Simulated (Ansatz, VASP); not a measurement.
**SnTe in VASP and in Ansatz**

```
Sn Te
1.0
     4.03944    0.00000    0.00000
    -2.01972    3.49826    0.00000
     0.00000    0.00000    8.65168
Sn Te
1 1
Cartesian
  0.0000 0.0000 4.3258
  0.0000 0.0000 0.0000
```

Alike in both runs: task relaxation of cell and atoms; functional PBE; k mesh 6 × 6 × 2; occupations gaussian, width 0.1 eV; no spin polarisation.

|  | VASP | Ansatz |
| --- | --- | --- |
| version | VASP 6.6.1 | Ansatz 0.2.0 |
| potentials or method | VASP PAW PBE potentials, release 64 (Sn_d, Te), cutoff 600 eV | scalar-relativistic, plane waves, PAW |
| valence electrons in the cell | 20 | 30 |

|  | VASP | Ansatz | Ansatz less VASP |
| --- | --- | --- | --- |
| gap on the k mesh at the Fermi level, each at its own relaxed structure (eV) | none | none | - |
| relaxed volume (Å³/atom) | 31.09 | 31.07 | -0.016 |
| relaxed length of the cell vector where the two differ most in proportion (Å) | 3.230 | 3.229 | -0.0012 |

A gap of «none» marks a metal or a gap that the smearing closes. VASP's potentials hold 20 valence electrons a cell and Ansatz's 30, so a difference there can come from the potentials and not from the codes.

The k mesh is coarse, so the values compare programs but aren't converged. Neither program's run includes spin-orbit coupling. Noted on VASP's run: the volume moved by over 15 % at a fixed basis, so the end points are rough.
